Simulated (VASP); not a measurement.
# Hf (Im-3m) in VASP: further runs

The runs below take Hf through single point, with PBEsol+D3(BJ), PBEsol+D4.

Program: VASP 6.6.1. These are calculated values, not measurements. Logs are shortened: lines on timing, memory, paths and dates and some standing lists are left out, and cuts for length are marked.

### Step 1. The cell of the first run

The structure is cubic, space group Im-3m (No. 229). Conventional cell: a = 3.447 Å, b = 3.447 Å, c = 3.447 Å, α = 90.00°, β = 90.00°, γ = 90.00°. Hf (site symmetry m-3m) has 14 Hf at 2.99 to 3.45 Å within 3.9 Å.

### Step 2. Single point, PBEsol+D3(BJ)

Contents of INCAR:

```
PREC     = Accurate       # precision mode
ENCUT    = 520            # plane-wave cutoff, eV
EDIFF    = 1E-6           # SCF threshold, eV
ISMEAR   = -1             # smearing method
SIGMA    = 0.05           # smearing width, eV
LREAL    = F              # projectors in reciprocal space
LASPH    = T              # aspherical terms in the spheres
NELM     = 60             # most SCF steps
ALGO     = Normal         # electronic algorithm
ISIF     = 2              # what is computed and relaxed
LWAVE    = F              # write WAVECAR
LCHARG   = T              # write CHGCAR
GGA      = PS             # functional
IVDW     = 12             # dispersion correction
LELF     = T              # ELF
LVHAR    = T            
NBANDS   = 11             # bands
```

Contents of KPOINTS:

```
Automatic mesh
0
Gamma
  10 10 10
```

Contents of POSCAR:

```
Hf
1.0
   -1.7236237173      1.7236237173      1.7236237173
    1.7236237173     -1.7236237173      1.7236237173
    1.7236237173      1.7236237173     -1.7236237173
Hf
1
Direct
    0.0000000000      0.0000000000      0.0000000000
```

Potentials or basis: VASP PAW PBE potentials, release 64 (Hf_pv).

On the command line:

```bash
$ cat potpaw_PBE.64/Hf_pv/POTCAR > POTCAR
$ mpirun -np 1 vasp_std > vasp.out
```

OUTCAR:

```text
PREC = Accurate
   ENCUT = 520
   EDIFF = 1E-6
   ISMEAR = -1
   LREAL = F
   LASPH = T
   NELM = 60
   ISIF = 2
   GGA = PS
   IVDW = 12
 IVDW          = 12

 ion  position               nearest neighbor table
   1  0.000  0.000  0.000-

  LATTYP: Found a body centered cubic cell.
 ALAT       =     3.4472474346

  Lattice vectors:

 A1 = (  -1.7236237173,   1.7236237173,   1.7236237173)
 A2 = (   1.7236237173,  -1.7236237173,   1.7236237173)
 A3 = (   1.7236237173,   1.7236237173,  -1.7236237173)

Analysis of symmetry for initial positions (statically):
=====================================================================
 Subroutine PRICEL returns:
 Original cell was already a primitive cell.

 Routine SETGRP: Setting up the symmetry group for a
 body centered cubic supercell.

 Subroutine GETGRP returns: Found 48 space group operations
[... 9 lines left out ...]

 Routine SETGRP: Setting up the symmetry group for a
 body centered cubic supercell.

 Subroutine GETGRP returns: Found 48 space group operations
[... 11 lines left out ...]
                                     Primitive cell

  volume of cell :      20.4827

  direct lattice vectors                    reciprocal lattice vectors
    -1.723623717  1.723623717  1.723623717     0.000000000  0.290086517  0.290086517
     1.723623717 -1.723623717  1.723623717     0.290086517  0.000000000  0.290086517
     1.723623717  1.723623717 -1.723623717     0.290086517  0.290086517  0.000000000

  length of vectors
     2.985403851  2.985403851  2.985403851     0.410244286  0.410244286  0.410244286

  position of ions in fractional coordinates (direct lattice)
     0.000000000  0.000000000  0.000000000

  ion indices of the primitive-cell ions
   primitive index   ion index
                 1           1

----------------------------------------------------------------------------------------

 KPOINTS: Automatic mesh

Automatic generation of k-mesh.
 Grid dimensions read from file:
 generate k-points for:   10   10   10

 Generating k-lattice:

  Cartesian coordinates                     Fractional coordinates (reciprocal lattice)
     0.000000000  0.029008652  0.029008652     0.100000000  0.000000000  0.000000000
     0.029008652  0.000000000  0.029008652     0.000000000  0.100000000  0.000000000
     0.029008652  0.029008652  0.000000000     0.000000000  0.000000000  0.100000000

  Length of vectors
     0.041024429  0.041024429  0.041024429

  Shift w.r.t. Gamma in fractional coordinates (k-lattice)
     0.000000000  0.000000000  0.000000000

 Subroutine IBZKPT returns following result:
 ===========================================

 Found     47 irreducible k-points:

 Following reciprocal coordinates:
            Coordinates               Weight
  0.000000  0.000000  0.000000      1.000000
  0.100000  0.000000  0.000000     12.000000
  0.200000  0.000000  0.000000     12.000000
  0.300000  0.000000  0.000000     12.000000
  0.400000  0.000000  0.000000     12.000000
  0.500000  0.000000  0.000000      6.000000
[... 16 lines left out ...]
  0.300000  0.300000  0.100000      8.000000
 -0.300000  0.300000  0.100000     24.000000
 [... further k-points ...]
   k-points           NKPTS =     47   k-points in BZ     NKDIM =     47   number of bands    NBANDS=     11
   number of dos      NEDOS =    301   number of ions     NIONS =      1
   total plane-waves  NPLWV =  13824
   dimension x,y,z NGX =    24 NGY =   24 NGZ =   24
   dimension x,y,z NGXF=    48 NGYF=   48 NGZF=   48
   ions per type =               1
   NGX,Y,Z   is equivalent  to a cutoff of  13.36, 13.36, 13.36 a.u.
   NGXF,Y,Z  is equivalent  to a cutoff of  26.73, 26.73, 26.73 a.u.
 SYSTEM =  unknown system
   PREC   = accura    normal or accurate (medium, high low for compatibility)
   ISTART =      0    job   : 0-new  1-cont  2-samecut
   ICHARG =      2    charge: 1-file 2-atom 10-const
   ISPIN  =      1    spin polarized calculation?
   LNONCOLLINEAR =      F non collinear calculations
   LSORBIT =      F    spin-orbit coupling
   LASPH  =      T    aspherical Exc in radial PAW
   ENCUT  =  520.0 eV  38.22 Ry    6.18 a.u.   5.55  5.55  5.55*2*pi/ulx,y,z
   NELM   =     60;   NELMIN=  2; NELMDL= -5     # of ELM steps
   EDIFF  = 0.1E-05   stopping-criterion for ELM
   LREAL  =      F    real-space projection
   EDIFFG = 0.1E-04   stopping-criterion for IOM
   NSW    =      0    number of steps for IOM
   IBRION =     -1    ionic relax: 0-MD 1-quasi-New 2-CG
   NFREE  =      0    steps in history (QN), initial steepest desc. (CG)
   ISIF   =      2    stress and relaxation
   ISYM   =      2    0-nonsym 1-usesym 2-fastsym
   POTIM  = 0.5000    time-step for ionic-motion
   TEBEG  =    0.0;   TEEND  =   0.0 temperature during run
   PSTRESS=    0.0 pullay stress
   NELECT =      10.0000    total number of electrons
   NUPDOWN=      -1.0000    fix difference up-down
   EMIN   =  10.00;   EMAX   =-10.00  energy-range for DOS
   EFERMI =   0.00;   METHOD = LEGACY
   ISMEAR =    -1;   SIGMA  =   0.05  broadening in eV -4-tet -1-fermi 0-gaus
   EFERMI_NEDOS =   21; number of points for ismear=-14 and -15
   IALGO  =     38    algorithm
   IMIX   =      4    mixing-type and parameters
     AMIX     =   0.40;   BMIX     =  1.00
     AMIX_MAG =   1.60;   BMIX_MAG =  1.00
  volume/ion in A,a.u.               =      20.48       138.22
  Fermi-wavevector in a.u.,A,eV,Ry     =   1.289078  2.436003 22.609085  1.661721
  Thomas-Fermi vector in A             =   2.420992
   LORBIT       =      0    0 simple, 1 ext, 2 COOP (PROOUT), +10 PAW based schemes
   GGA     = PS    functional components
   LHFCALC =     F    Hartree Fock is set to
   AEXX    =    0.0000 exact exchange contribution
   IVDW    =    12    specifies the selected vdW correction
   LEPSILON=     F    determine dielectric tensor
   LRPA    =     F    only Hartree local field effects (RPA)
 non-spin polarized calculation
  energy-cutoff  :      520.00
  volume of cell :       20.48
 maximum number of plane-waves:       586
 NGX is ok and might be reduce to    24
   NGX = 11   NGY = 11   NGZ = 11

 number of electron      10.0000001 magnetization

 Free energy of the ion-electron system (eV)
  ---------------------------------------------------
  ext. energy  EPLUGINS =         0.00000000
  ---------------------------------------------------
  free energy    TOTEN  =       -10.33269433 eV

  energy without entropy =      -10.31923629  energy(sigma->0) =      -10.32596531

 E-fermi :   5.0555     XC(G=0): -11.7997

 val. band max:        5.0050539681   @ k =   0.3000   0.2000   0.1000
 cond. band min:       5.0768981487   @ k =   0.2000   0.2000   0.0000
 fundamental gap:      0.0718441805
 Fermi energy:         5.0555337653

 k-point     1 :       0.0000    0.0000    0.0000
  band No.  band energies     occupation
      1     -24.4106      2.00000
      2     -24.4106      2.00000
      3     -24.4106      2.00000
      4      -2.2999      2.00000
      5       6.5962      0.00000
      6       6.5962      0.00000
      7       6.5962      0.00000
      8       9.6541      0.00000
      9       9.6541      0.00000
     10      18.7710      0.00000
     11      18.7710      0.00000

 k-point     2 :       0.1000    0.0000    0.0000
  band No.  band energies     occupation
      1     -24.5250      2.00000
      2     -24.4453      2.00000
      3     -24.4113      2.00000
      4      -1.8925      2.00000
      5       6.3119      0.00000
      6       6.4656      0.00000
      7       7.0032      0.00000
      8       9.2384      0.00000
      9       9.6493      0.00000
     10      18.5948      0.00000
     11      19.1549      0.00000

 k-point     3 :       0.2000    0.0000    0.0000
  band No.  band energies     occupation
      1     -24.8144      2.00000
      2     -24.5352      2.00000
      3     -24.4133      2.00000
      4      -0.8050      2.00000
      5       5.6618      0.00001
      6       5.8938      0.00000
      7       8.1879      0.00000
      8       8.9783      0.00000
      9       9.7146      0.00000
     10      18.5912      0.00000
     11      19.5594      0.00000

 k-point     4 :       0.3000    0.0000    0.0000
  band No.  band energies     occupation
      1     -25.1538      2.00000
      2     -24.6440      2.00000
      3     -24.4158      2.00000
      4       0.4959      2.00000
      5       4.9889      1.58224
      6       5.3781      0.00315
      7       9.3156      0.00000
      8       9.9705      0.00000
      9      10.0262      0.00000
     10      18.3106      0.00000
     11      18.5641      0.00000

 k-point     5 :       0.4000    0.0000    0.0000
  band No.  band energies     occupation
      1     -25.4153      2.00000
      2     -24.7304      2.00000
      3     -24.4179      2.00000
      4       1.2321      2.00000
      5       4.5170      1.99996
      6       5.8379      0.00000
      7       9.6047      0.00000
      8      10.3858      0.00000
      9      12.1865      0.00000
     10      16.6641      0.00000
     11      17.3188      0.00000
[... 211 lines left out ...]
 k-point    21 :       0.3000    0.2000    0.1000
  band No.  band energies     occupation
      1     -25.2894      2.00000
      2     -24.9089      2.00000
      3     -24.6155      2.00000
      4       3.0494      2.00000
      5       4.2042      2.00000
      6       5.0051      1.46588
      7      10.1967      0.00000
      8      10.6677      0.00000
      9      13.5719      0.00000
     10      15.2864      0.00000
     11      17.9593      0.00000

 k-point    22 :      -0.2000    0.2000    0.1000
  band No.  band energies     occupation
      1     -24.8163      2.00000
      2     -24.5720      2.00000
      3     -24.5001      2.00000
      4      -0.4363      2.00000
      5       5.9865      0.00000
      6       5.9922      0.00000
      7       7.7040      0.00000
      8       8.0437      0.00000
      9      10.4742      0.00000
     10      18.5873      0.00000
     11      20.0077      0.00000

 k-point    23 :       0.3000    0.3000    0.1000
  band No.  band energies     occupation
      1     -25.1142      2.00000
      2     -25.1142      2.00000
      3     -24.6494      2.00000
      4       3.4751      2.00000
      5       4.6014      1.99977
      6       4.6014      1.99977
      7      10.5596      0.00000
      8      10.5596      0.00000
      9      12.4053      0.00000
     10      16.8710      0.00000
     11      16.8710      0.00000

 k-point    24 :      -0.3000    0.3000    0.1000
  band No.  band energies     occupation
      1     -25.1382      2.00000
      2     -24.6827      2.00000
      3     -24.4987      2.00000
      4       0.8515      2.00000
      5       5.2017      0.10195
      6       5.3663      0.00399
      7       8.1968      0.00000
      8       9.8771      0.00000
      9      10.6176      0.00000
     10      17.9813      0.00000
     11      18.6173      0.00000

 [... further k-points ...]

------------------------ aborting loop because EDIFF is reached ----------------------------------------

 Edisp (eV)   -0.56040

 E8    (eV) :    -0.4232

  FORCE on cell =-STRESS in cart. coord.  units (eV):
  Direction    XX          YY          ZZ          XY          YZ          ZX
  --------------------------------------------------------------------------------------
  -------------------------------------------------------------------------------------
  Total      -0.02806    -0.02806    -0.02806     0.00000    -0.00000     0.00000
  in kB      -2.19516    -2.19516    -2.19516     0.00000    -0.00000     0.00000
  external pressure =       -2.20 kB  Pullay stress =        0.00 kB

 VOLUME and BASIS-vectors are now :
 -----------------------------------------------------------------------------
  energy-cutoff  :      520.00
  volume of cell :       20.48
      direct lattice vectors                 reciprocal lattice vectors
    -1.723623717  1.723623717  1.723623717     0.000000000  0.290086517  0.290086517
     1.723623717 -1.723623717  1.723623717     0.290086517  0.000000000  0.290086517
     1.723623717  1.723623717 -1.723623717     0.290086517  0.290086517  0.000000000

 POSITION                                       TOTAL-FORCE (eV/Angst)
 -----------------------------------------------------------------------------------
      0.00000      0.00000      0.00000        -0.000000      0.000000      0.000000
 -----------------------------------------------------------------------------------
    total drift:                               -0.000000      0.000000      0.000000

  FREE ENERGIE OF THE ION-ELECTRON SYSTEM (eV)
  ---------------------------------------------------
  free  energy   TOTEN  =       -10.8930894949 eV

  energy  without entropy=      -10.8796314534  energy(sigma->0) =      -10.88636047
```

Run time: 7.6 s. Hardware: 1 thread of Intel Xeon 8259CL, shared host; peak memory 0.15 GiB.

What came out:

```
Free energy                : -10.8931 eV
Pressure                   : -0.2 GPa
Band gap on the k mesh     : zero (band 5 reaches 6.60 eV, above the bottom of band 6 at 4.19 eV)
Dispersion energy per atom : -0.560 eV
```

Levels at points of the mesh, in eV from the Fermi level:
```tsv
k point	band 3	band 4	band 5	band 6	band 7	band 8
(0.00, 0.00, 0.00)	-29.47	-7.36	1.54	1.54	1.54	4.60
(0.50, 0.00, 0.00)	-29.47	-3.70	-0.71	1.43	4.47	5.57
(0.50, 0.50, 0.50)	-30.23	-3.01	-3.01	7.44	7.44	7.44
```

Caveat: the PAW data sets were made with another functional, which shifts forces and pressure a little; spin-orbit coupling is left out, which moves the levels of the heavy elements; pairwise dispersion overbinds metals, which lowers pressure and volume.

(Continued in part 2 of 2.)
